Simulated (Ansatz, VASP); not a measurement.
**CdSe: VASP beside Ansatz**

INCAR

```
PREC = Accurate
ENCUT = 520
EDIFF = 1E-6
ISMEAR = 0
SIGMA = 0.02
LREAL = F
LASPH = T
NELM = 100
ALGO = Normal
ISIF = 2
LWAVE = F
LCHARG = F
GGA = PS
NBANDS = 26
```

KPOINTS

```
regular mesh
0
Gamma
  6 6 4
```

File POSCAR:

```
CdSe
1.0
    4.3020373075      0.0000000000      0.0000000000
   -2.1510186538      3.7256735964      0.0000000000
    0.0000000000      0.0000000000      7.0215914343
Cd Se
2 2
Direct
    0.6666666667      0.3333333333      0.5001049939
    0.3333333333      0.6666666667      1.0001049939
    0.6666666667      0.3333333333      0.8757550061
    0.3333333333      0.6666666667      0.3757550061
```

Input for Ansatz:

```yaml
crystal:
  lattice:
    - [4.3020373075, 0.0, 0.0]
    - [-2.1510186538, 3.7256735964, 0.0]
    - [0.0, 0.0, 7.0215914343]
  atoms:
    - { symbol: Cd, position: [0.6666666667, 0.3333333333, 0.5001049939] }
    - { symbol: Cd, position: [0.3333333333, 0.6666666667, 1.0001049939] }
    - { symbol: Se, position: [0.6666666667, 0.3333333333, 0.8757550061] }
    - { symbol: Se, position: [0.3333333333, 0.6666666667, 0.3757550061] }
basis:
  ecutwfc: 420
kpoints:
  mp_grid: { grid: [6, 6, 4] }
hamiltonian:
  xc: pbesol
  pseudopotentials: { kind: paw, azcp: { folder: soft_1 } }
scf:
  occupations: { method: gaussian, width: 0.02 }
output:
  forces: true
  stress: true
  eigenvalues: true
```

Alike in both runs: task single point; functional PBEsol; k mesh 6 × 6 × 4; occupations gaussian, width 0.02 eV; no spin polarisation.

|  | VASP | Ansatz |
| --- | --- | --- |
| version | VASP 6.6.1 | Ansatz 0.2.0 |
| potentials or method | VASP PAW PBE potentials, release 64 (Cd, Se), cutoff 520 eV | scalar-relativistic, plane waves, PAW |
| valence electrons in the cell | 36 | 72 |

Ansatz gave:

```
gap on the k mesh at the Fermi level (eV) : 0.54
least direct gap on the mesh (eV)         : 0.54
pressure (GPa)                            : 0.0
```

Which values does VASP return?

gap on the k mesh at the Fermi level (eV): 0.54; least direct gap on the mesh (eV): 0.54; pressure (GPa): 0.3.

VASP's potentials were made for PBE, not for PBEsol, and Ansatz warns of the same on its side. VASP's potentials hold 36 valence electrons a cell and Ansatz's 72, so a difference there can come from the potentials and not from the codes.
